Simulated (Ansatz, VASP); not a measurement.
One calculation of Sc5Te, two programs

```
Sc Te
1.0
     3.78680    0.00000    0.00000
     0.00000    3.78680    0.00000
     0.00000    0.00000   10.04213
Sc Te
5 1
Direct
  0.50000 0.50000 0.33298
  0.50000 0.50000 0.66702
  0.00000 0.00000 0.15762
  0.00000 0.00000 0.84238
  0.00000 0.00000 0.50000
  0.50000 0.50000 0.00000
```

Change from the starting cell: relaxed end of: species swapped into the Hf5Pb type (P4/mmm, No. 123).

Alike in both runs: functional PBE; k mesh 10 × 10 × 4; occupations gaussian, width 0.1 eV; no spin polarisation.

Ansatz relaxed the structure, and its values are those at the end. VASP's run is a single point on that final structure, the one shown.

|  | VASP | Ansatz |
| --- | --- | --- |
| version | VASP 6.6.1 | Ansatz 0.2.0 |
| potentials or method | VASP PAW PBE potentials, release 64 (Sc_sv, Te), cutoff 520 eV | scalar-relativistic, plane waves, PAW |
| valence electrons in the cell | 61 | 71 |

```tsv
	VASP	Ansatz	Ansatz less VASP
gap on the k mesh at the Fermi level (eV)	none	none	-
pressure (GPa)	0.1	0.0	-0.07
rms of the force components (eV/Å)	0.003	0.001	-0.0019
```

A gap of «none» marks a metal or a gap that the smearing closes. VASP's potentials hold 61 valence electrons a cell and Ansatz's 71, so a difference there can come from the potentials and not from the codes.

Neither program's run includes spin-orbit coupling.
